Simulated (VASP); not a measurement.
# Ge (Fd-3m) in VASP: a series of runs

The runs below take Ge through single point, relaxation of cell and atoms, with PBE.

All numbers are computed with VASP 6.6.1; they aren't measurements. Logs are shortened: lines on timing, memory, paths and dates and some standing lists are left out, and cuts for length are marked.

## 1. The cell of the first run

The structure is cubic, space group Fd-3m (No. 227). The conventional cell has a = 5.764 Å, b = 5.764 Å, c = 5.764 Å, α = 90.00°, β = 90.00°, γ = 90.00°. Ge (site symmetry -43m) has 4 Ge at 2.50 Å within 3.3 Å.

## 2. Single point, PBE

The input, INCAR:

```
SYSTEM = Ge
PREC     = Accurate       ! precision mode
ENCUT    = 520            ! plane-wave cutoff, eV
EDIFF    = 1E-6           ! SCF threshold, eV
ISMEAR   = 0              ! smearing method
SIGMA    = 0.05           ! smearing width, eV
LREAL    = .FALSE.        ! projectors in reciprocal space
LASPH    = .TRUE.         ! aspherical terms in the spheres
NELM     = 80             ! most SCF steps
ALGO     = Normal         ! electronic algorithm
ISIF     = 2              ! what is computed and relaxed
LWAVE    = .FALSE.        ! write WAVECAR
LCHARG   = .FALSE.        ! write CHGCAR
GGA      = PE             ! functional
NBANDS   = 66             ! bands
```

The input, KPOINTS:

```
regular mesh
0
G
  4 4 4
  0 0 0
```

The input, POSCAR:

```
Ge
1.0
    5.7643544628      0.0000000000      0.0000000000
    0.0000000000      5.7643544628      0.0000000000
    0.0000000000      0.0000000000      5.7643544628
Ge
8
Direct
    0.0000000000      0.0000000000      0.0000000000
    0.0000000000      0.5000000000      0.5000000000
    0.5000000000      0.0000000000      0.5000000000
    0.5000000000      0.5000000000      0.0000000000
    0.2500000000      0.2500000000      0.2500000000
    0.2500000000      0.7500000000      0.7500000000
    0.7500000000      0.2500000000      0.7500000000
    0.7500000000      0.7500000000      0.2500000000
```

Potentials or basis: VASP PAW PBE potentials, release 64 (Ge_d).

Run with:

```console
cat potpaw_PBE.64/Ge_d/POTCAR > POTCAR
mpirun -np 1 vasp_std > vasp.out
```

OUTCAR:

```text
SYSTEM = Ge
   PREC = Accurate
   ENCUT = 520
   EDIFF = 1E-6
   ISMEAR = 0
   LREAL = .FALSE.
   LASPH = .TRUE.
   NELM = 80
   ISIF = 2
   GGA = PE

 ion  position               nearest neighbor table
   1  0.000  0.000  0.000-   5 2.50   6 2.50   7 2.50   8 2.50
   2  0.000  0.500  0.500-   5 2.50   6 2.50   7 2.50   8 2.50
   3  0.500  0.000  0.500-   5 2.50   6 2.50   7 2.50   8 2.50
   4  0.500  0.500  0.000-   5 2.50   6 2.50   7 2.50   8 2.50
   5  0.250  0.250  0.250-   1 2.50   2 2.50   3 2.50   4 2.50
   6  0.250  0.750  0.750-   1 2.50   2 2.50   3 2.50   4 2.50
   7  0.750  0.250  0.750-   1 2.50   2 2.50   3 2.50   4 2.50
   8  0.750  0.750  0.250-   1 2.50   2 2.50   3 2.50   4 2.50

  LATTYP: Found a simple cubic cell.
 ALAT       =     5.7643544628

  Lattice vectors:

 A1 = (   5.7643544628,   0.0000000000,   0.0000000000)
 A2 = (   0.0000000000,   5.7643544628,   0.0000000000)
 A3 = (   0.0000000000,   0.0000000000,   5.7643544628)

Analysis of symmetry for initial positions (statically):
=====================================================================
 Subroutine PRICEL returns following result:

  LATTYP: Found a face centered cubic cell.
 ALAT       =     5.7643544628

  Lattice vectors:

 A1 = (   2.8821772314,  -2.8821772314,   0.0000000000)
 A2 = (   2.8821772314,   0.0000000000,   2.8821772314)
 A3 = (   0.0000000000,  -2.8821772314,   2.8821772314)

   4 primitive cells build up your supercell.

 Routine SETGRP: Setting up the symmetry group for a
 simple cubic supercell.

 Subroutine GETGRP returns: Found 48 space group operations
 (whereof 24 operations were pure point group operations)
 out of a pool of 48 trial point group operations.

The static configuration has the point symmetry T_d .
 The point group associated with its full space group is O_h .

Analysis of symmetry for dynamics (positions and initial velocities):
=====================================================================
 Subroutine PRICEL returns following result:

  LATTYP: Found a face centered cubic cell.
 ALAT       =     5.7643544628

  Lattice vectors:

 A1 = (   2.8821772314,  -2.8821772314,   0.0000000000)
 A2 = (   2.8821772314,   0.0000000000,   2.8821772314)
 A3 = (   0.0000000000,  -2.8821772314,   2.8821772314)

   4 primitive cells build up your supercell.

 Routine SETGRP: Setting up the symmetry group for a
 simple cubic supercell.

 Subroutine GETGRP returns: Found 48 space group operations
 (whereof 24 operations were pure point group operations)
 out of a pool of 48 trial point group operations.

The dynamic configuration has the point symmetry T_d .
 The point group associated with its full space group is O_h .

 Subroutine INISYM returns: Found 48 space group operations
 (whereof 24 operations are pure point group operations),
 and found     4 'primitive' translations

----------------------------------------------------------------------------------------

                                     Primitive cell

  volume of cell :      47.8842

  direct lattice vectors                    reciprocal lattice vectors
     2.882177231 -2.882177231  0.000000000     0.173479963 -0.173479963 -0.173479963
     2.882177231  0.000000000  2.882177231     0.173479963  0.173479963  0.173479963
     0.000000000 -2.882177231  2.882177231    -0.173479963 -0.173479963  0.173479963

  length of vectors
     4.076014130  4.076014130  4.076014130     0.300476110  0.300476110  0.300476110

  position of ions in fractional coordinates (direct lattice)
     0.000000000  0.000000000  0.000000000
     0.750000000  0.750000000  0.750000000

  ion indices of the primitive-cell ions
   primitive index   ion index
                 1           1
                 2           5

----------------------------------------------------------------------------------------

 KPOINTS: regular mesh

Automatic generation of k-mesh.
 Grid dimensions read from file:
 generate k-points for:    4    4    4

 Generating k-lattice:

  Cartesian coordinates                     Fractional coordinates (reciprocal lattice)
     0.043369991  0.000000000  0.000000000     0.250000000  0.000000000  0.000000000
     0.000000000  0.043369991  0.000000000     0.000000000  0.250000000  0.000000000
     0.000000000  0.000000000  0.043369991     0.000000000  0.000000000  0.250000000

  Length of vectors
     0.043369991  0.043369991  0.043369991

  Shift w.r.t. Gamma in fractional coordinates (k-lattice)
     0.000000000  0.000000000  0.000000000

 Subroutine IBZKPT returns following result:
 ===========================================

 Found     10 irreducible k-points:

 Following reciprocal coordinates:
            Coordinates               Weight
  0.000000  0.000000  0.000000      1.000000
  0.250000  0.000000  0.000000      6.000000
  0.500000  0.000000  0.000000      3.000000
  0.250000  0.250000  0.000000     12.000000
  0.500000  0.250000  0.000000     12.000000
  0.500000  0.500000  0.000000      3.000000
  0.250000  0.250000  0.250000      8.000000
  0.500000  0.250000  0.250000     12.000000
  0.500000  0.500000  0.250000      6.000000
  0.500000  0.500000  0.500000      1.000000
   k-points           NKPTS =     10   k-points in BZ     NKDIM =     10   number of bands    NBANDS=     66
   number of dos      NEDOS =    301   number of ions     NIONS =      8
   total plane-waves  NPLWV = 110592
   dimension x,y,z NGX =    48 NGY =   48 NGZ =   48
   dimension x,y,z NGXF=    96 NGYF=   96 NGZF=   96
   ions per type =               8
   NGX,Y,Z   is equivalent  to a cutoff of  13.84, 13.84, 13.84 a.u.
   NGXF,Y,Z  is equivalent  to a cutoff of  27.69, 27.69, 27.69 a.u.
 SYSTEM =  Ge
   PREC   = accura    normal or accurate (medium, high low for compatibility)
   ISTART =      0    job   : 0-new  1-cont  2-samecut
   ICHARG =      2    charge: 1-file 2-atom 10-const
   ISPIN  =      1    spin polarized calculation?
   LNONCOLLINEAR =      F non collinear calculations
   LSORBIT =      F    spin-orbit coupling
   LASPH  =      T    aspherical Exc in radial PAW
   ENCUT  =  520.0 eV  38.22 Ry    6.18 a.u.  10.72 10.72 10.72*2*pi/ulx,y,z
   NELM   =     80;   NELMIN=  2; NELMDL= -5     # of ELM steps
   EDIFF  = 0.1E-05   stopping-criterion for ELM
   LREAL  =      F    real-space projection
   EDIFFG = 0.1E-04   stopping-criterion for IOM
   NSW    =      0    number of steps for IOM
   IBRION =     -1    ionic relax: 0-MD 1-quasi-New 2-CG
   NFREE  =      0    steps in history (QN), initial steepest desc. (CG)
   ISIF   =      2    stress and relaxation
   ISYM   =      2    0-nonsym 1-usesym 2-fastsym
   POTIM  = 0.5000    time-step for ionic-motion
   TEBEG  =    0.0;   TEEND  =   0.0 temperature during run
   PSTRESS=    0.0 pullay stress
   NELECT =     112.0000    total number of electrons
   NUPDOWN=      -1.0000    fix difference up-down
   EMIN   =  10.00;   EMAX   =-10.00  energy-range for DOS
   EFERMI =   0.00;   METHOD = LEGACY
   ISMEAR =     0;   SIGMA  =   0.05  broadening in eV -4-tet -1-fermi 0-gaus
   EFERMI_NEDOS =   21; number of points for ismear=-14 and -15
   IALGO  =     38    algorithm
   IMIX   =      4    mixing-type and parameters
     AMIX     =   0.40;   BMIX     =  1.00
     AMIX_MAG =   1.60;   BMIX_MAG =  1.00
  volume/ion in A,a.u.               =      23.94       161.57
  Fermi-wavevector in a.u.,A,eV,Ry     =   1.368979  2.586995 25.498731  1.874104
  Thomas-Fermi vector in A             =   2.494895
   LORBIT       =      0    0 simple, 1 ext, 2 COOP (PROOUT), +10 PAW based schemes
   GGA     = PE    functional components
   LHFCALC =     F    Hartree Fock is set to
   AEXX    =    0.0000 exact exchange contribution
   IVDW    =     0    specifies the selected vdW correction
   LEPSILON=     F    determine dielectric tensor
   LRPA    =     F    only Hartree local field effects (RPA)
 non-spin polarized calculation
 Gauss-broadening in eV      SIGMA  =   0.05
  energy-cutoff  :      520.00
  volume of cell :      191.54
 maximum number of plane-waves:      5232
 NGX is ok and might be reduce to    48
   NGX = 21   NGY = 21   NGZ = 21

 number of electron     112.0000025 magnetization

 Free energy of the ion-electron system (eV)
  ---------------------------------------------------
  ext. energy  EPLUGINS =         0.00000000
  ---------------------------------------------------
  free energy    TOTEN  =       -36.10044912 eV

  energy without entropy =      -36.09792100  energy(sigma->0) =      -36.09918506

 E-fermi :   4.4551     XC(G=0):  -9.6604

 val. band max:        4.1031663067   @ k =   0.2500   0.2500   0.0000
 cond. band min:       4.4645976200   @ k =   0.0000   0.0000   0.0000
 fundamental gap:      0.3614313134
 Fermi energy:         4.4551440945

 k-point     1 :       0.0000    0.0000    0.0000
  band No.  band energies     occupation
      1     -20.3069      2.00000
      2     -20.3069      2.00000
      3     -20.3069      2.00000
      4     -20.3069      2.00000
      5     -20.3069      2.00000
      6     -20.3069      2.00000
[... 58 lines left out ...]
     65       6.9922      0.00000
     66       6.9922      0.00000

 k-point     2 :       0.2500    0.0000    0.0000
  band No.  band energies     occupation
      1     -20.3133      2.00000
      2     -20.3133      2.00000
      3     -20.3133      2.00000
      4     -20.3133      2.00000
      5     -20.3031      2.00000
      6     -20.3031      2.00000
[... 58 lines left out ...]
     65       8.1073      0.00000
     66       8.1073      0.00000

 k-point     3 :       0.5000    0.0000    0.0000
  band No.  band energies     occupation
      1     -20.3184      2.00000
      2     -20.3184      2.00000
      3     -20.3184      2.00000
      4     -20.3184      2.00000
      5     -20.2932      2.00000
      6     -20.2932      2.00000
[... 472 lines left out ...]
     65       8.5758      0.00000
     66       8.5758      0.00000

 k-point    10 :       0.5000    0.5000    0.5000
  band No.  band energies     occupation
      1     -20.2985      2.00000
      2     -20.2985      2.00000
      3     -20.2985      2.00000
      4     -20.2985      2.00000
      5     -20.2985      2.00000
      6     -20.2985      2.00000
[... 58 lines left out ...]
     65       8.1797      0.00000
     66       8.1797      0.00000

------------------------ aborting loop because EDIFF is reached ----------------------------------------

  FORCE on cell =-STRESS in cart. coord.  units (eV):
  Direction    XX          YY          ZZ          XY          YZ          ZX
  --------------------------------------------------------------------------------------
  -------------------------------------------------------------------------------------
  Total       -0.0251656     -0.0251656     -0.0251656      0.0000000      0.0000000     -0.0000000
  in kB       -0.2105068     -0.2105068     -0.2105068      0.0000000      0.0000000     -0.0000000
  external PRESSURE =      -0.2105068 kB  Pullay stress =       0.0000000 kB

 VOLUME and BASIS-vectors are now :
 -----------------------------------------------------------------------------
  energy-cutoff  :      520.00
  volume of cell :      191.54
      direct lattice vectors                 reciprocal lattice vectors
     5.764354463  0.000000000  0.000000000     0.173479963  0.000000000  0.000000000
     0.000000000  5.764354463  0.000000000     0.000000000  0.173479963  0.000000000
     0.000000000  0.000000000  5.764354463     0.000000000  0.000000000  0.173479963

 POSITION                                       TOTAL-FORCE (eV/Angst)
 -----------------------------------------------------------------------------------
      0.00000      0.00000      0.00000         0.000000     -0.000000     -0.000000
      0.00000      2.88218      2.88218        -0.000000      0.000000     -0.000000
      2.88218      0.00000      2.88218        -0.000000      0.000000     -0.000000
      2.88218      2.88218      0.00000        -0.000000     -0.000000     -0.000000
      1.44109      1.44109      1.44109         0.000000     -0.000000      0.000000
      1.44109      4.32327      4.32327         0.000000     -0.000000      0.000000
      4.32327      1.44109      4.32327        -0.000000     -0.000000      0.000000
      4.32327      4.32327      1.44109        -0.000000     -0.000000      0.000000
 -----------------------------------------------------------------------------------
    total drift:                                0.000000     -0.000000      0.000000

  FREE ENERGIE OF THE ION-ELECTRON SYSTEM (eV)
  ---------------------------------------------------
  free  energy   TOTEN  =       -36.1004491249 eV

  energy  without entropy=      -36.0979209971  energy(sigma->0) =      -36.09918506
```

It took 81 s on 1 thread of Intel Xeon Platinum 8488C (Sapphire Rapids), shared host; peak memory 0.36 GiB.

What came out:

| Quantity | Value |
| --- | --- |
| Free energy | -36.1004 eV |
| Pressure | 0.0 GPa |
| Band gap on the k mesh | zero (filled and empty bands touch) |

Levels at points of the mesh, in eV from the Fermi level:
| k point | band 54 | band 55 | band 56 | band 57 | band 58 | band 59 |
| --- | --- | --- | --- | --- | --- | --- |
| (0.00, 0.00, 0.00) | -0.46 | 0.01 | 0.01 | 0.01 | 0.83 | 0.83 |
| (0.50, 0.00, 0.00) | -1.89 | -1.89 | -1.89 | 1.07 | 1.07 | 2.61 |
| (0.50, 0.50, 0.00) | -1.40 | -1.40 | -1.40 | 1.86 | 1.86 | 1.86 |
| (0.50, 0.50, 0.50) | -1.31 | -1.31 | -1.31 | 0.03 | 0.03 | 0.03 |

[end of part 1 of 2]
